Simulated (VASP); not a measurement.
Hf2TaN4:

```
CELL_PARAMETERS angstrom
3.37705 -4.68120 0.00000
3.37705 4.68120 0.00000
0.00000 0.00000 3.19767
ATOMIC_POSITIONS crystal
Hf 0.50000 0.00000 0.50000
Hf 0.00000 0.50000 0.50000
Ta 0.00000 0.00000 0.00000
N 0.22910 0.77090 0.00000
N 0.77090 0.22910 0.00000
N 0.21733 0.21733 0.50000
N 0.78267 0.78267 0.50000
```

The cell was generated, and may not be a known phase.

- Program: VASP 6.6.1
- Task: relaxation of cell and atoms
- Functional: PBE
- Potentials or basis: VASP PAW PBE potentials, release 64 (Hf_pv, Ta_pv, N)
- Cutoff: 600 eV
- k mesh: 2 × 2 × 4
- Occupations: gaussian, width 0.15 eV
- Spin: no spin polarisation

At the start: pressure -20.7 GPa; volume 14.44 Å³/atom.

Where does the relaxation end?

Over 12 steps the energy falls by 157.5 meV/atom and the volume is 12.69 Å³/atom (-12.1 %); space group Cmmm (No. 65, to 0.1 Å) before and after.

Step by step:
| step | energy change (eV) | largest force (eV/Å) | pressure (GPa) | volume (Å³) |
| --- | --- | --- | --- | --- |
| 1 | 0.0000 | 0.8005 | -20.71 | 101.10 |
| 2 | 1.5805 | 4.2343 | 62.54 | 76.13 |
| 3 | -0.8026 | 1.7835 | -0.35 | 90.95 |
| 4 | -0.8050 | 1.8358 | 0.78 | 90.52 |
| 5 | -1.0588 | 0.7129 | 0.63 | 89.00 |
| 6 | -1.0835 | 0.2280 | 0.86 | 88.30 |
| 7 | -1.0837 | 0.2529 | 0.83 | 88.36 |
| 8 | -1.0952 | 0.2297 | -1.21 | 89.11 |
| 9 | -1.0952 | 0.2290 | -1.17 | 89.09 |
| 10 | -1.1010 | 0.0179 | 0.63 | 88.61 |
| 11 | -1.1012 | 0.0458 | 0.36 | 88.68 |
| 12 | -1.1026 | 0.0256 | -0.03 | 88.86 |

Final structure:
```yaml
crystal:
  lattice:
    - [3.21992, -4.37524, 0.00000]
    - [3.21992, 4.37524, 0.00000]
    - [0.00000, 0.00000, 3.15368]
  atoms:
    - { symbol: Hf, position: [0.50000, 0.00000, 0.50000] }
    - { symbol: Hf, position: [0.00000, 0.50000, 0.50000] }
    - { symbol: Ta, position: [0.00000, 0.00000, 0.00000] }
    - { symbol: N, position: [0.24595, 0.75405, 0.00000] }
    - { symbol: N, position: [0.75405, 0.24595, 0.00000] }
    - { symbol: N, position: [0.21689, 0.21689, 0.50000] }
    - { symbol: N, position: [0.78311, 0.78311, 0.50000] }
```

Caveat: the k points lie up to 0.61 Å⁻¹ apart in the final cell, too coarse for converged energies and pressures of a metal; an odd number of electrons without spin polarisation forces a metal; a magnetic or distorted state may lie lower.
